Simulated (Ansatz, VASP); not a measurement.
# Co: VASP beside Ansatz

Contents of INCAR:

```
ALGO = Normal
EDIFF = 1E-6
ENCUT = 520
GGA = PE
ISIF = 2
ISMEAR = 1
ISPIN = 2
LASPH = T
LCHARG = F
LMAXMIX = 4
LORBIT = 11
LREAL = F
LWAVE = F
MAGMOM = 1.69 1.69
NBANDS = 20
NELM = 150
PREC = Accurate
SIGMA = 0.1
```

The input KPOINTS:

```
k-points
0
Gamma
  14 14 8
```

File POSCAR:

```
Co
1.0
    2.4935221926      0.0000000000      0.0000000000
   -1.2467610963      2.1594535637      0.0000000000
    0.0000000000      0.0000000000      4.0277844638
Co
2
Direct
    0.3333333333      0.6666666667      0.2500000000
    0.6666666667      0.3333333333      0.7500000000
```

Input for Ansatz:

```yaml
crystal:
  lattice:
    - [2.4935221926, 0.0, 0.0]
    - [-1.2467610963, 2.1594535637, 0.0]
    - [0.0, 0.0, 4.0277844638]
  atoms:
    - { symbol: Co, position: [0.3333333333, 0.6666666667, 0.25], spin: 1.69 }
    - { symbol: Co, position: [0.6666666667, 0.3333333333, 0.75], spin: 1.69 }
hamiltonian:
  xc: pbe
  pseudopotentials:
    kind: paw
    azcp:
      Co: "pseudopotentials/Co.paw.azcp"
basis:
  ecutwfc: 420
  fft_grid_basis: typed
kpoints:
  mp_grid: { grid: [14, 14, 8], shift: [0, 0, 0] }
magnetization:
  spin_polarized: true
scf:
  occupations: { method: methfessel_paxton, width: 0.1 }
  lower_state_search: "off"
output:
  stress: true
  write_density: true
  write_potential: true
  elf: true
  volumetric_format: npy
```

Alike in both runs: task single point; functional PBE; k mesh 14 × 14 × 8; occupations methfessel-paxton of order 1, width 0.1 eV; collinear spin.

```csv
,VASP,Ansatz
version,VASP 6.6.1,Ansatz 0.2.0
potentials or method,"VASP PAW PBE potentials, release 64 (Co), cutoff 520 eV","plane waves (420 eV) with PAW, scalar-relativistic"
valence electrons in the cell,18,34
```

|  | VASP | Ansatz | Ansatz less VASP |
| --- | --- | --- | --- |
| pressure (GPa) | -1.1 | -0.2 | +0.86 |
| traceless stress, the component that is largest in VASP (GPa) | -0.04 | -0.16 | -0.123 |
| net moment per atom (μB) | 1.57 | 1.58 | +0.013 |
| size of the moment on the site where the two differ most (μB) | 1.59 | 1.66 | +0.070 |

Site moments also hang on the region over which each program counts them. The functional is the same, so the differences come from potentials, cutoffs and numerics. VASP's potentials hold 18 valence electrons a cell and Ansatz's 34, so a difference there can come from the potentials and not from the codes. Ansatz's warnings: stability check not made.
